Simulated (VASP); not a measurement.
# ZrS (Immm) in VASP: further runs

Runs on ZrS. Level: PBEsol. Tasks: single point.

All numbers are computed with VASP 6.6.1; they aren't measurements. Logs are shortened: lines on timing, memory, paths and dates and some standing lists are left out, and cuts for length are marked.

### 1 The cell of the first run

The structure is orthorhombic, space group Immm (No. 71). Conventional cell: a = 3.585 Å, b = 3.722 Å, c = 5.166 Å, α = 90.00°, β = 90.00°, γ = 90.00°. Within 3.4 Å of Zr (site symmetry mmm) lie 6 S at 2.58 Å. Within 3.4 Å of S (site symmetry mmm) lie 6 Zr at 2.58 Å.

### 2 Single point, PBEsol (strain +0.0375 x Voigt [0, 0, 0, 0, 0, 1])

The input, INCAR:

```
SYSTEM = ZrS
PREC = Accurate
ENCUT = 520
EDIFF = 1E-6
ISMEAR = 0
SIGMA = 0.15
LREAL = .False.
LASPH = .True.
NELM = 100
ALGO = Normal
ISIF = 2
LWAVE = .False.
LCHARG = .False.
GGA = PS
NBANDS = 16
```

The input, KPOINTS:

```
regular mesh
0
Gamma
  20 20 20
  0 0 0
```

The input, POSCAR:

```
ZrS
1.0
    0.0484326628      2.5830753500      2.5830753500
    2.5830753500      0.0484326628      2.5830753500
    2.6315080128      2.6315080128      0.0000000000
Zr S
1 1
Direct
    0.0000000000      0.0000000000      0.0000000000
    0.5000000000      0.5000000000      0.5000000000
```

Potentials or basis: VASP PAW PBE potentials, release 64 (Zr_sv, S).

Command:

```bash
$ cat potpaw_PBE.64/Zr_sv/POTCAR potpaw_PBE.64/S/POTCAR > POTCAR
$ mpirun -np 1 vasp_std > vasp.out
```

OUTCAR:

```text
SYSTEM = ZrS
   PREC = Accurate
   ENCUT = 520
   EDIFF = 1E-6
   ISMEAR = 0
   LREAL = .False.
   LASPH = .True.
   NELM = 100
   ISIF = 2
   GGA = PS

 ion  position               nearest neighbor table
   1  0.000  0.000  0.000-   2 2.58   2 2.58   2 2.58   2 2.58   2 2.58   2 2.58
   2  0.500  0.500  0.500-   1 2.58   1 2.58   1 2.58   1 2.58   1 2.58   1 2.58

  LATTYP: Found a body centered orthorhombic cell.
 ALAT       =     3.5845260640
 B/A-ratio  =     1.0382165605
 C/A-ratio  =     1.4412367515

  Lattice vectors:

 A1 = (   2.5830753500,   0.0484326628,  -2.5830753500)
 A2 = (  -2.5830753500,  -0.0484326628,  -2.5830753500)
 A3 = (   0.0484326628,   2.5830753500,   2.5830753500)

Analysis of symmetry for initial positions (statically):
=====================================================================
 Subroutine PRICEL returns:
 Original cell was already a primitive cell.

 Routine SETGRP: Setting up the symmetry group for a
 body centered orthorhombic supercell.

 Subroutine GETGRP returns: Found  8 space group operations
 (whereof  8 operations were pure point group operations)
 out of a pool of  8 trial point group operations.

The static configuration has the point symmetry D_2h.

Analysis of symmetry for dynamics (positions and initial velocities):
=====================================================================
 Subroutine PRICEL returns:
 Original cell was already a primitive cell.

 Routine SETGRP: Setting up the symmetry group for a
 body centered orthorhombic supercell.

 Subroutine GETGRP returns: Found  8 space group operations
 (whereof  8 operations were pure point group operations)
 out of a pool of  8 trial point group operations.

The dynamic configuration has the point symmetry D_2h.

 Subroutine INISYM returns: Found  8 space group operations
 (whereof  8 operations are pure point group operations),
 and found     1 'primitive' translations

----------------------------------------------------------------------------------------

                                     Primitive cell

  volume of cell :      34.4579

  direct lattice vectors                    reciprocal lattice vectors
     0.048432663  2.583075350  2.583075350    -0.197266464  0.197266464  0.193567718
     2.583075350  0.048432663  2.583075350     0.197266464 -0.197266464  0.193567718
     2.631508013  2.631508013  0.000000000     0.190005122  0.190005122 -0.193567718

  length of vectors
[... 70 lines left out ...]
   NGX,Y,Z   is equivalent  to a cutoff of  12.74, 12.74, 12.51 a.u.
   NGXF,Y,Z  is equivalent  to a cutoff of  25.48, 25.48, 25.02 a.u.
 SYSTEM =  ZrS
   PREC   = accura    normal or accurate (medium, high low for compatibility)
   ISTART =      0    job   : 0-new  1-cont  2-samecut
   ICHARG =      2    charge: 1-file 2-atom 10-const
   ISPIN  =      1    spin polarized calculation?
   LNONCOLLINEAR =      F non collinear calculations
   LSORBIT =      F    spin-orbit coupling
   LASPH  =      T    aspherical Exc in radial PAW
   ENCUT  =  520.0 eV  38.22 Ry    6.18 a.u.   6.79  6.79  6.92*2*pi/ulx,y,z
   NELM   =    100;   NELMIN=  2; NELMDL= -5     # of ELM steps
   EDIFF  = 0.1E-05   stopping-criterion for ELM
   LREAL  =      F    real-space projection
[... 7 lines left out ...]
   TEBEG  =    0.0;   TEEND  =   0.0 temperature during run
   PSTRESS=    0.0 pullay stress
   NELECT =      18.0000    total number of electrons
   NUPDOWN=      -1.0000    fix difference up-down
   EMIN   =  10.00;   EMAX   =-10.00  energy-range for DOS
   EFERMI =   0.00;   METHOD = LEGACY
   ISMEAR =     0;   SIGMA  =   0.15  broadening in eV -4-tet -1-fermi 0-gaus
   EFERMI_NEDOS =   21; number of points for ismear=-14 and -15
   IALGO  =     38    algorithm
   IMIX   =      4    mixing-type and parameters
     AMIX     =   0.40;   BMIX     =  1.00
     AMIX_MAG =   1.60;   BMIX_MAG =  1.00
  volume/ion in A,a.u.               =      17.23       116.27
  Fermi-wavevector in a.u.,A,eV,Ry     =   1.318468  2.491543 23.651784  1.738357
  Thomas-Fermi vector in A             =   2.448435
   LORBIT       =      0    0 simple, 1 ext, 2 COOP (PROOUT), +10 PAW based schemes
   GGA     = PS    functional components
   LHFCALC =     F    Hartree Fock is set to
   AEXX    =    0.0000 exact exchange contribution
   IVDW    =     0    specifies the selected vdW correction
   LEPSILON=     F    determine dielectric tensor
   LRPA    =     F    only Hartree local field effects (RPA)
 non-spin polarized calculation
 Gauss-broadening in eV      SIGMA  =   0.15
  energy-cutoff  :      520.00
  volume of cell :       34.46
 maximum number of plane-waves:       945
   NGX = 13   NGY = 13   NGZ = 13

 number of electron      18.0000000 magnetization

 Free energy of the ion-electron system (eV)
  ---------------------------------------------------
  ext. energy  EPLUGINS =         0.00000000
  ---------------------------------------------------
  free energy    TOTEN  =       -16.51485349 eV

  energy without entropy =      -16.50094180  energy(sigma->0) =      -16.50789765

 E-fermi :  11.2054     XC(G=0): -11.6963

 val. band max:       11.2048631904   @ k =  -0.2000   0.1000   0.4500
 cond. band min:      11.2055444698   @ k =  -0.3000   0.5000   0.3000
 fundamental gap:      0.0006812793
 Fermi energy:        11.2053873800

 k-point     1 :       0.0000    0.0000    0.0000
  band No.  band energies     occupation
      1     -38.5637      2.00000
      2     -16.5878      2.00000
      3     -16.5628      2.00000
      4     -16.5360      2.00000
      5      -4.8269      2.00000
      6       7.5934      2.00000
[... 433 lines left out ...]
      3     -16.6133      2.00000
      4     -16.6044      2.00000
      5      -3.4041      2.00000
      6       3.5863      2.00000
[... 8 lines left out ...]
     15      18.8034      0.00000
     16      18.9496      0.00000

 [... further k-points ...]
[... 5 lines left out ...]
  --------------------------------------------------------------------------------------
  -------------------------------------------------------------------------------------
  Total        0.0633240      0.0633240      0.0557058     -0.2317310      0.0000000      0.0000000
  in kB        2.9443587      2.9443587      2.5901364    -10.7747259      0.0000000      0.0000000
  external PRESSURE =       2.8262846 kB  Pullay stress =       0.0000000 kB

 VOLUME and BASIS-vectors are now :
 -----------------------------------------------------------------------------
  energy-cutoff  :      520.00
  volume of cell :       34.46
      direct lattice vectors                 reciprocal lattice vectors
     0.048432663  2.583075350  2.583075350    -0.197266464  0.197266464  0.193567718
     2.583075350  0.048432663  2.583075350     0.197266464 -0.197266464  0.193567718
     2.631508013  2.631508013  0.000000000     0.190005122  0.190005122 -0.193567718

 POSITION                                       TOTAL-FORCE (eV/Angst)
 -----------------------------------------------------------------------------------
      0.00000      0.00000      0.00000         0.000000      0.000000      0.000000
      2.63151      2.63151      2.58308        -0.000000     -0.000000      0.000000
 -----------------------------------------------------------------------------------
    total drift:                                0.000000      0.000000      0.000000

  FREE ENERGIE OF THE ION-ELECTRON SYSTEM (eV)
  ---------------------------------------------------
  free  energy   TOTEN  =       -16.5148534866 eV

  energy  without entropy=      -16.5009418040  energy(sigma->0) =      -16.50789765
```

Wall time 4.8 min (1 thread of Intel Xeon 6975P-C (Granite Rapids), shared host); peak memory 0.67 GiB.

What came out:

- Free energy: -16.5149 eV
- Pressure: 0.3 GPa
- Band gap on the k mesh: zero (bands 9 and 10 overlap by 3.00 eV)

Levels at points of the mesh, in eV from the Fermi level:
| k point | band 5 | band 6 | band 7 | band 8 | band 9 | band 10 | band 11 | band 12 | band 13 | band 14 |
| --- | --- | --- | --- | --- | --- | --- | --- | --- | --- | --- |
| (0.00, 0.00, 0.00) | -16.03 | -3.61 | -3.51 | -3.40 | -1.66 | -1.48 | -1.25 | -0.73 | -0.72 | 2.24 |
| (0.50, 0.00, 0.00) | -14.25 | -8.26 | -6.32 | -6.14 | 1.52 | 1.65 | 1.87 | 2.17 | 5.72 | 6.06 |
| (0.50, 0.50, 0.00) | -15.14 | -6.32 | -4.62 | -4.31 | -3.68 | 0.55 | 2.56 | 2.57 | 3.02 | 3.67 |
| (0.00, 0.00, 0.50) | -14.32 | -8.26 | -6.15 | -5.95 | 1.30 | 1.67 | 1.96 | 2.00 | 5.83 | 5.90 |
| (0.50, 0.00, 0.50) | -15.13 | -6.33 | -4.47 | -4.47 | -3.68 | 0.53 | 2.41 | 2.56 | 3.17 | 3.67 |

Caveat: the cell differs from its parent crystal (strain +0.0375 x Voigt [0, 0, 0, 0, 0, 1]); the PAW data sets were made with another functional, which shifts forces and pressure a little.

### 3 Single point, PBEsol (strain +0.0375 x Voigt [0, 0, 0, 0, 0, 1])

INCAR: that of step 2 with these lines changed.

```diff
@@ -9,3 +9,3 @@
 NELM = 100
-ALGO = Normal
+ALGO = Fast
 ISIF = 2
```

KPOINTS is that of step 2.

POSCAR is that of step 2.

Potentials or basis: VASP PAW PBE potentials, release 64 (Zr_sv, S).

Command:

```bash
$ cat potpaw_PBE.64/Zr_sv/POTCAR potpaw_PBE.64/S/POTCAR > POTCAR
$ mpirun -np 1 vasp_std > vasp.out
```

Run time: 25 min. Hardware: 1 thread of Oxide Virtual Turin-like, shared host; peak memory 0.64 GiB.

Results (log left out):

| Item | Value |
| --- | --- |
| Free energy | -16.5149 eV |
| Pressure | 0.3 GPa |
| Band gap on the k mesh | zero (bands 9 and 10 overlap by 3.00 eV) |

Stress tensor (GPa, compression positive):
```
 0.28 -1.08  0.00
-1.08  0.28  0.00
 0.00  0.00  0.24
```

Levels at points of the mesh, in eV from the Fermi level:
| k point | band 7 | band 8 | band 9 | band 10 | band 11 | band 12 |
| --- | --- | --- | --- | --- | --- | --- |
| (0.00, 0.00, 0.00) | -3.51 | -3.40 | -1.66 | -1.48 | -1.25 | -0.73 |
| (0.50, 0.00, 0.00) | -6.32 | -6.14 | 1.52 | 1.65 | 1.87 | 2.17 |
| (0.50, 0.50, 0.00) | -4.62 | -4.31 | -3.68 | 0.55 | 2.56 | 2.57 |
| (0.00, 0.00, 0.50) | -6.15 | -5.95 | 1.30 | 1.67 | 1.96 | 2.00 |
| (0.50, 0.00, 0.50) | -4.47 | -4.47 | -3.68 | 0.53 | 2.41 | 2.56 |

Caveat: the cell differs from its parent crystal (strain +0.0375 x Voigt [0, 0, 0, 0, 0, 1]); the PAW data sets were made with another functional, which shifts forces and pressure a little.
